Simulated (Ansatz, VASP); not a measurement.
## One calculation of KMgF3, two programs

```xyz
5
Lattice="3.9791 0.0000 0.0000 0.0000 3.9791 0.0000 0.0000 0.0000 3.9791" Properties=species:S:1:pos:R:3 pbc="T T T"
K     1.9896    1.9896    1.9896
Mg    0.0000    0.0000    0.0000
F     1.9896    0.0000    0.0000
F     0.0000    1.9896    0.0000
F     0.0000    0.0000    1.9896
```

Alike in both runs: task single point; functional LDA; k mesh 6 × 6 × 6; no spin polarisation.

```csv
,VASP,Ansatz
version,VASP 6.6.1,Ansatz 0.2.0
potentials or method,"VASP PAW LDA potentials, release 64 (K_sv, Mg, F), cutoff 520 eV","scalar-relativistic, plane waves, PAW"
occupations,"gaussian, width 0.01 eV",fixed
valence electrons in the cell,32,40
```

VASP gave:

| Quantity | Value |
| --- | --- |
| gap on the k mesh at the Fermi level (eV) | 6.99 |
| least direct gap on the mesh (eV) | 7.32 |
| pressure (GPa) | -4.9 |

Problem. Estimate Ansatz's values.

Solution. gap on the k mesh at the Fermi level (eV): 7.02; least direct gap on the mesh (eV): 7.35; pressure (GPa): -4.1.

LDA's correlation is that of Perdew and Zunger in VASP and of Perdew and Wang (1992) in Ansatz. VASP's potentials hold 32 valence electrons a cell and Ansatz's 40, so a difference there can come from the potentials and not from the codes.
